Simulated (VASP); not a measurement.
The system is Mg.

```xyz
1
Lattice="0.0000 2.2443 2.2443 2.2443 0.0000 2.2443 2.2443 2.2443 0.0000" Properties=species:S:1:pos:R:3 pbc="T T T"
Mg    0.0000    0.0000    0.0000
```

This isn't the form of Mg at room conditions, which is hcp.

Base run:

* Program: VASP 6.6.1
* Functional: PBEsol
* Potentials or basis: VASP PAW PBE potentials, release 64 (Mg)
* Cutoff: 600 eV
* k mesh: 11 × 11 × 11
* Occupations: methfessel-paxton, width 0.1 eV
* Spin: no spin polarisation

Its results: band gap on the k mesh zero (bands 1 and 2 overlap by 1.90 eV); pressure 0.2 GPa.

Q: The run is repeated on the same cell with these changes: functional from PBEsol to LDA; potentials or basis from VASP PAW PBE potentials, release 64 (Mg) to VASP PAW LDA potentials, release 64 (Mg). What comes out?

A: Band gap on the k mesh zero (bands 1 and 2 overlap by 1.94 eV); pressure -1.5 GPa.

Caveats: the PAW data sets were made with another functional, which shifts forces and pressure a little (at least some runs).
